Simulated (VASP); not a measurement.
# Be (R-3) in VASP: further runs, part 2 of 2

VASP 6.6.1. The steps go on from the part before.

### 4 Relaxation of cell and atoms, PBE

Contents of INCAR:

```
SYSTEM = Be
  PREC = Accurate
  ENCUT = 600
  EDIFF = 1E-6
  ISMEAR = 0
  SIGMA = 0.1
  LREAL = .FALSE.
  LASPH = .TRUE.
  NELM = 100
  ALGO = Normal
  ISIF = 3
  LWAVE = .FALSE.
  LCHARG = .FALSE.
  GGA = PE
  IBRION = 2
  NSW = 90
  EDIFFG = -0.04
```

Contents of KPOINTS:

```
Automatic mesh
0
G
  6 6 6
  0 0 0
```

Contents of POSCAR:

```
Be
1.0
    3.7990053077      2.1933567370      0.9939165961
   -3.7990053077      2.1933567370      0.9939165961
    0.0000000000     -4.3867134740      0.9939165961
Be
6
Direct
    0.5845000000      0.3510000000      0.2465000000
    0.2465000000      0.5845000000      0.3510000000
    0.3510000000      0.2465000000      0.5845000000
    0.4155000000      0.6490000000      0.7535000000
    0.7535000000      0.4155000000      0.6490000000
    0.6490000000      0.7535000000      0.4155000000
```

Potentials or basis: VASP PAW PBE potentials, release 64 (Be).

Run with:

```sh
$ cat potpaw_PBE.64/Be/POTCAR > POTCAR
$ mpirun -np 1 vasp_std > vasp.out
```

OUTCAR:

```text
SYSTEM = Be
   PREC = Accurate
   ENCUT = 600
   EDIFF = 1E-6
   ISMEAR = 0
   LREAL = .FALSE.
   LASPH = .TRUE.
   NELM = 100
   ISIF = 3
   GGA = PE
   IBRION = 2
   NSW = 90
   EDIFFG = -0.04

 ion  position               nearest neighbor table
   1  0.584  0.351  0.246-   5 1.46   6 1.46   3 2.28   2 2.28
   2  0.246  0.584  0.351-   4 1.46   6 1.46   3 2.28   1 2.28
   3  0.351  0.246  0.584-   5 1.46   4 1.46   1 2.28   2 2.28
   4  0.416  0.649  0.754-   2 1.46   3 1.46   6 2.28   5 2.28
   5  0.754  0.416  0.649-   1 1.46   3 1.46   6 2.28   4 2.28
   6  0.649  0.754  0.416-   2 1.46   1 1.46   4 2.28   5 2.28

  LATTYP: Found a trigonal (rhomboedric) cell.
 ALAT       =     4.4979023226
 COS(alpha) =    -0.4267561603

  Lattice vectors:

 A1 = (   3.7990053077,   2.1933567370,   0.9939165961)
 A2 = (  -3.7990053077,   2.1933567370,   0.9939165961)
 A3 = (   0.0000000000,  -4.3867134740,   0.9939165961)

Analysis of symmetry for initial positions (statically):
=====================================================================
 Subroutine PRICEL returns:
 Original cell was already a primitive cell.

 Routine SETGRP: Setting up the symmetry group for a
 trigonal (rhombohedral) supercell.

 Subroutine GETGRP returns: Found  6 space group operations
 (whereof  6 operations were pure point group operations)
 out of a pool of 12 trial point group operations.

The static configuration has the point symmetry S_6 .

Analysis of symmetry for dynamics (positions and initial velocities):
=====================================================================
 Subroutine PRICEL returns:
 Original cell was already a primitive cell.

 Routine SETGRP: Setting up the symmetry group for a
 trigonal (rhombohedral) supercell.

 Subroutine GETGRP returns: Found  6 space group operations
 (whereof  6 operations were pure point group operations)
 out of a pool of 12 trial point group operations.

The dynamic configuration has the point symmetry S_6 .

 Subroutine INISYM returns: Found  6 space group operations
 (whereof  6 operations are pure point group operations),
 and found     1 'primitive' translations

----------------------------------------------------------------------------------------

                                     Primitive cell

  volume of cell :      49.6913

  direct lattice vectors                    reciprocal lattice vectors
     3.799005308  2.193356737  0.993916596     0.131613399  0.075987031  0.335373546
    -3.799005308  2.193356737  0.993916596    -0.131613399  0.075987031  0.335373546
     0.000000000 -4.386713474  0.993916596     0.000000000 -0.151974062  0.335373546

  length of vectors
     4.497902323  4.497902323  4.497902323     0.368200395  0.368200395  0.368200395

  position of ions in fractional coordinates (direct lattice)
     0.584500000  0.351000000  0.246500000
     0.246500000  0.584500000  0.351000000
     0.351000000  0.246500000  0.584500000
     0.415500000  0.649000000  0.753500000
     0.753500000  0.415500000  0.649000000
     0.649000000  0.753500000  0.415500000

  ion indices of the primitive-cell ions
   primitive index   ion index
                 1           1
                 2           2
                 3           3
                 4           4
                 5           5
                 6           6

[... 24 lines left out ...]
 Found     40 irreducible k-points:

 Following reciprocal coordinates:
            Coordinates               Weight
  0.000000  0.000000  0.000000      1.000000
  0.166667  0.000000  0.000000      6.000000
  0.333333 -0.000000  0.000000      6.000000
  0.500000  0.000000 -0.000000      3.000000
  0.166667  0.166667 -0.000000      6.000000
  0.333333  0.166667 -0.000000      6.000000
[... 16 lines left out ...]
  0.333333  0.333333  0.166667      6.000000
  0.500000  0.333333  0.166667      6.000000
 [... further k-points ...]
   k-points           NKPTS =     40   k-points in BZ     NKDIM =     40   number of bands    NBANDS=     10
   number of dos      NEDOS =    301   number of ions     NIONS =      6
   total plane-waves  NPLWV =  46656
   dimension x,y,z NGX =    36 NGY =   36 NGZ =   36
   dimension x,y,z NGXF=    72 NGYF=   72 NGZF=   72
   ions per type =               6
   NGX,Y,Z   is equivalent  to a cutoff of  13.31, 13.31, 13.31 a.u.
   NGXF,Y,Z  is equivalent  to a cutoff of  26.61, 26.61, 26.61 a.u.
 SYSTEM =  Be
   PREC   = accura    normal or accurate (medium, high low for compatibility)
   ISTART =      0    job   : 0-new  1-cont  2-samecut
   ICHARG =      2    charge: 1-file 2-atom 10-const
   ISPIN  =      1    spin polarized calculation?
   LNONCOLLINEAR =      F non collinear calculations
   LSORBIT =      F    spin-orbit coupling
   LASPH  =      T    aspherical Exc in radial PAW
   ENCUT  =  600.0 eV  44.10 Ry    6.64 a.u.   8.98  8.98  8.98*2*pi/ulx,y,z
   NELM   =    100;   NELMIN=  2; NELMDL= -5     # of ELM steps
   EDIFF  = 0.1E-05   stopping-criterion for ELM
   LREAL  =      F    real-space projection
   EDIFFG = -.4E-01   stopping-criterion for IOM
   NSW    =     90    number of steps for IOM
   IBRION =      2    ionic relax: 0-MD 1-quasi-New 2-CG
   NFREE  =      1    steps in history (QN), initial steepest desc. (CG)
   ISIF   =      3    stress and relaxation
   ISYM   =      2    0-nonsym 1-usesym 2-fastsym
   POTIM  = 0.5000    time-step for ionic-motion
   TEBEG  =    0.0;   TEEND  =   0.0 temperature during run
   PSTRESS=    0.0 pullay stress
   NELECT =      12.0000    total number of electrons
   NUPDOWN=      -1.0000    fix difference up-down
   EMIN   =  10.00;   EMAX   =-10.00  energy-range for DOS
   EFERMI =   0.00;   METHOD = LEGACY
   ISMEAR =     0;   SIGMA  =   0.10  broadening in eV -4-tet -1-fermi 0-gaus
   EFERMI_NEDOS =   21; number of points for ismear=-14 and -15
   IALGO  =     38    algorithm
   IMIX   =      4    mixing-type and parameters
     AMIX     =   0.40;   BMIX     =  1.00
     AMIX_MAG =   1.60;   BMIX_MAG =  1.00
  volume/ion in A,a.u.               =       8.28        55.89
  Fermi-wavevector in a.u.,A,eV,Ry     =   1.019472  1.926522 14.140838  1.039322
  Thomas-Fermi vector in A             =   2.152987
   LORBIT       =      0    0 simple, 1 ext, 2 COOP (PROOUT), +10 PAW based schemes
   GGA     = PE    functional components
   LHFCALC =     F    Hartree Fock is set to
   AEXX    =    0.0000 exact exchange contribution
   IVDW    =     0    specifies the selected vdW correction
   LEPSILON=     F    determine dielectric tensor
   LRPA    =     F    only Hartree local field effects (RPA)
 conjugate gradient relaxation of ions
 non-spin polarized calculation
 Gauss-broadening in eV      SIGMA  =   0.10
  energy-cutoff  :      600.00
  volume of cell :       49.69
 maximum number of plane-waves:      1675
   NGX = 17   NGY = 17   NGZ = 17

--------------------------------------- Ionic step        1  -------------------------------------------

 number of electron      12.0000000 magnetization

 Free energy of the ion-electron system (eV)
  ---------------------------------------------------
  ext. energy  EPLUGINS =         0.00000000
  ---------------------------------------------------
  free energy    TOTEN  =        -3.81840591 eV

  energy without entropy =       -3.80750402  energy(sigma->0) =       -3.81295497

------------------------ aborting loop because EDIFF is reached ----------------------------------------

  FORCE on cell =-STRESS in cart. coord.  units (eV):
  Direction    XX          YY          ZZ          XY          YZ          ZX
  --------------------------------------------------------------------------------------
  -------------------------------------------------------------------------------------
  Total       29.2049976     29.2049976      8.4310916     -0.0000004      0.0000000      0.0000000
  in kB      941.6454057    941.6454057    271.8404151     -0.0000136      0.0000000      0.0000000
  external PRESSURE =     718.3770755 kB  Pullay stress =       0.0000000 kB
[... 734 lines left out ...]
 k-point    24 :       0.5000    0.3333    0.1667
  band No.  band energies     occupation
      1      -3.7819      2.00000
      2      -2.6708      2.00000
      3      -1.3564      2.00000
      4       1.5861      2.00000
      5       3.4658      2.00000
      6       4.8899      0.19061
      7       6.9831      0.00000
      8       8.6554      0.00000
      9       9.6921      0.00000
     10      10.5450      0.00000

 [... further k-points ...]

[... ionic steps 4 to 15 ...]

--------------------------------------- Ionic step       16  -------------------------------------------

 number of electron      12.0000000 magnetization

------------------------ aborting loop because EDIFF is reached ----------------------------------------
[... 75 lines left out ...]
--------------------------------------- Ionic step       18  -------------------------------------------

 number of electron      12.0000000 magnetization

 Free energy of the ion-electron system (eV)
  ---------------------------------------------------
  ext. energy  EPLUGINS =         0.00000000
  ---------------------------------------------------
  free energy    TOTEN  =       -21.48740768 eV

  energy without entropy =      -21.47953652  energy(sigma->0) =      -21.48347210

 E-fermi :   5.5898     XC(G=0): -10.1720

 val. band max:        5.5519690677   @ k =   0.1667   0.1667  -0.0000
 cond. band min:       5.6134841792   @ k =   0.3333   0.3333   0.0000
 fundamental gap:      0.0615151115
 Fermi energy:         5.5897862806
[... 345 lines left out ...]
  FREE ENERGIE OF THE ION-ELECTRON SYSTEM (eV)
  ---------------------------------------------------
  free  energy   TOTEN  =       -21.4874076819 eV

  energy  without entropy=      -21.4795365202  energy(sigma->0) =      -21.48347210

 reached required accuracy - stopping structural energy minimisation
```

It took 4 min on 1 thread of Intel Xeon Platinum 8259CL at 2.50GHz (Skylake/Cascade Lake), shared host; peak memory 0.21 GiB.

Results:

| Property | Result |
| --- | --- |
| Free energy | -21.4874 eV |
| Relaxed volume | 8.78 Å³/atom |
| Relaxed cell | a = 5.365 Å, b = 5.365 Å, c = 5.365 Å, α = 118.24°, β = 118.24°, γ = 118.24° |
| Space group after relaxing (to 0.1 Å) | R-3 (No. 148) |
| Energy gained by relaxing | 2944.8 meV/atom |
| Ionic steps | 18 |
| Pressure after relaxing | -0.4 GPa |
| Largest force after relaxing | 0.012 eV/Å |
| Band gap on the k mesh | zero (bands 6 and 7 overlap by 4.64 eV) |

Forces in eV/Å, atoms in the order of the input:
```
Be  -0.002  0.000  0.012
Be   0.001 -0.002  0.012
Be   0.001  0.002  0.012
Be   0.002  0.000 -0.012
Be  -0.001  0.002 -0.012
Be  -0.001 -0.002 -0.012
```

Stress tensor (GPa, compression positive):
```
-0.46  0.00  0.00
 0.00 -0.46  0.00
 0.00  0.00 -0.35
```

Step by step:
| step | energy change (eV) | largest force (eV/Å) | pressure (GPa) | volume (Å³) |
| --- | --- | --- | --- | --- |
| 1 | 0.0000 | 13.7400 | 71.84 | 49.69 |
| 2 | -12.1055 | 1.9969 | -7.02 | 80.90 |
| 3 | -13.8392 | 0.7482 | -7.69 | 64.97 |
| 4 | -13.8436 | 0.7398 | -7.43 | 64.64 |
| 5 | -13.8444 | 0.7408 | -7.16 | 64.32 |
| 6 | -14.6182 | 0.6255 | -6.71 | 60.58 |
| 7 | -17.0180 | 0.5137 | 7.13 | 49.21 |
| 8 | -16.7455 | 0.9696 | 28.00 | 43.57 |
| 9 | -17.1198 | 0.6541 | 12.06 | 47.46 |
| 10 | -17.4216 | 0.5433 | 10.23 | 48.39 |
| 11 | -17.4209 | 0.5381 | 10.23 | 48.44 |
| 12 | -17.5921 | 0.3263 | 2.16 | 51.49 |
| 13 | -17.6131 | 0.2444 | -1.40 | 53.16 |
| 14 | -17.6323 | 0.1961 | -0.97 | 52.94 |
| 15 | -17.6602 | 0.1321 | 0.48 | 52.28 |
| 16 | -17.6605 | 0.1404 | 0.67 | 52.20 |
| 17 | -17.6678 | 0.0596 | -0.02 | 52.49 |
| 18 | -17.6690 | 0.0125 | -0.43 | 52.67 |

Final structure:
```yaml
crystal:
  lattice:
    - [4.60465, 2.65850, 0.71710]
    - [-4.60465, 2.65850, 0.71710]
    - [0.00000, -5.31699, 0.71710]
  atoms:
    - { symbol: Be, position: [0.51222, 0.23637, 0.09473] }
    - { symbol: Be, position: [0.09473, 0.51222, 0.23637] }
    - { symbol: Be, position: [0.23637, 0.09473, 0.51222] }
    - { symbol: Be, position: [0.48778, 0.76363, 0.90527] }
    - { symbol: Be, position: [0.90527, 0.48778, 0.76363] }
    - { symbol: Be, position: [0.76363, 0.90527, 0.48778] }
```

Levels at points of the mesh, in eV from the Fermi level:
```tsv
k point	band 2	band 3	band 4	band 5	band 6	band 7	band 8	band 9	band 10
(0.00, 0.00, 0.00)	-5.93	-5.93	-5.87	-3.96	-3.96	-3.88	6.06	7.56	7.87
(0.50, 0.00, 0.00)	-4.24	-3.30	-2.47	-0.62	0.36	2.25	2.42	3.82	4.04
(0.50, 0.50, 0.00)	-8.86	-6.43	-5.95	-2.72	-2.23	-0.42	2.57	3.46	3.74
(0.50, 0.50, 0.50)	-3.80	-2.91	-2.91	-2.66	-0.45	2.97	4.32	4.32	4.74
```

Caveat: the k points lie up to 0.50 Å⁻¹ apart in the final cell, too coarse for converged energies and pressures of a metal; a cell axis changed by over 15 % at a fixed basis, so the end point is rough.

### 5 Single point, PBE

This run uses another cell than the first one, of 8.75 Å³/atom.

Contents of INCAR:

```
ALGO = Normal ; EDIFF = 1E-6
ENCUT = 520 ; GGA = PE
ISIF = 2 ; ISMEAR = 0
LASPH = T ; LCHARG = T
LELF = T ; LREAL = F
LVHAR = T ; LWAVE = F
NBANDS = 15 ; NELM = 100
PREC = Accurate ; SIGMA = 0.1
```

Contents of KPOINTS:

```
k-points
0
Gamma
  9 9 9
```

Contents of POSCAR:

```
Be
1.0
    4.6189413220      2.6667470156      0.7101416606
   -4.6189413220      2.6667470156      0.7101416606
    0.0000000000     -5.3334940312      0.7101416606
Be
6
Direct
    0.4011666030      0.2583868792      0.9806417725
    0.9806417725      0.4011666030      0.2583868792
    0.2583868792      0.9806417725      0.4011666030
    0.5988333970      0.7416131208      0.0193582275
    0.0193582275      0.5988333970      0.7416131208
    0.7416131208      0.0193582275      0.5988333970
```

Run with:

```sh
$ cat potpaw_PBE.64/Be/POTCAR > POTCAR
$ mpirun -np 1 vasp_std > vasp.out
```

It took 2.1 min on 1 thread of Intel Xeon Platinum 8259CL at 2.50GHz (Skylake/Cascade Lake), shared host; peak memory 0.26 GiB.

It converged, with:

```yaml
Free_energy: -21.5540 eV
Pressure: 0.1 GPa
Largest_force: 0.014 eV/Å
Band_gap_on_the_k_mesh: zero (bands 6 and 7 overlap by 4.62 eV)
```

Forces on the atoms (eV/Å):
```
Be  -0.003  0.011 -0.007
Be  -0.008 -0.009 -0.007
Be   0.012 -0.003 -0.007
Be   0.003 -0.011  0.007
Be   0.008  0.009  0.007
Be  -0.012  0.003  0.007
```

Stress tensor (GPa, compression positive):
```
-0.11  0.00  0.00
 0.00 -0.11  0.00
 0.00  0.00  0.39
```

Levels at points of the mesh, in eV from the Fermi level:
```
           k point  band 4  band 5  band 6  band 7  band 8  band 9
(0.00, 0.00, 0.00)   -6.01   -4.00   -4.00   -3.87    6.04    7.44
```

### 6 Summary

```csv
task,cell,k mesh,cutoff (eV),gap on the mesh (eV),pressure (GPa),largest force (eV/Å)
single point,"a = 4.498 Å, angles 115.3°, 6 atoms, atomic positions A",6 × 6 × 6,520,none,71.8,13.74
single point,"a = 5.349 Å, angles 118.2°, 6 atoms, atomic positions B",6 × 6 × 6,520,none,0.3,0.02
relaxation of cell and atoms,"relaxed from a = 4.498 Å, angles 115.3°, 6 atoms, atomic positions A",6 × 6 × 6,600,none,-0.4,0.01
single point,"a = 5.381 Å, angles 118.3°, 6 atoms, atomic positions C",9 × 9 × 9,520,none,0.1,0.01
```

Alike in all rows: level PBE; potentials or basis VASP PAW PBE potentials, release 64 (Be); no spin polarisation; smearing gaussian 0.1 eV.

Caveats: some runs use coarse meshes; forces of over 1 eV/Å act on the atoms, so gaps and moduli don't describe the material at rest (at least some runs); a cell axis changed by over 15 % at a fixed basis, so the end point is rough (at least some runs).

Absolute energies hang on the potentials; compare differences alone.
